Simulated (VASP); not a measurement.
Ge: single point with PBE

Ge:

```
CELL_PARAMETERS angstrom
-1.71304 1.71304 1.71304
1.71304 -1.71304 1.71304
1.71304 1.71304 -1.71304
ATOMIC_POSITIONS crystal
Ge 0.00000 0.00000 0.00000
```

This cell differs from its parent crystal: volume scaled by 1.04.

```json
{
 "Program": "VASP 6.6.1",
 "Task": "single point",
 "Functional": "PBE",
 "Potentials or basis": "VASP PAW PBE potentials, release 64 (Ge_d)",
 "Cutoff": "520 eV",
 "k mesh": "15 × 15 × 15",
 "Occupations": "fermi-dirac, width 0.1 eV",
 "Spin": "no spin polarisation",
 "Dipole correction": "no",
 "Further INCAR settings": "ALGO = Normal; EDIFF = 1e-06; NBANDS = 13"
}
```

The pressure is -2.7 GPa and the band gap on the k mesh is zero (band 7 reaches 14.63 eV, above the bottom of band 8 at 3.34 eV).

Levels at points of the mesh, in eV from the Fermi level:
```tsv
k point	band 3	band 4	band 5	band 6	band 7	band 8	band 9	band 10	band 11	band 12
(0.00, 0.00, 0.00)	-24.74	-24.67	-24.67	-12.64	8.52	8.52	8.52	14.47	14.47	14.47
```

Run time: 30 s on 1 thread of Intel Xeon 8259CL (shared host), peak memory 0.16 GiB.
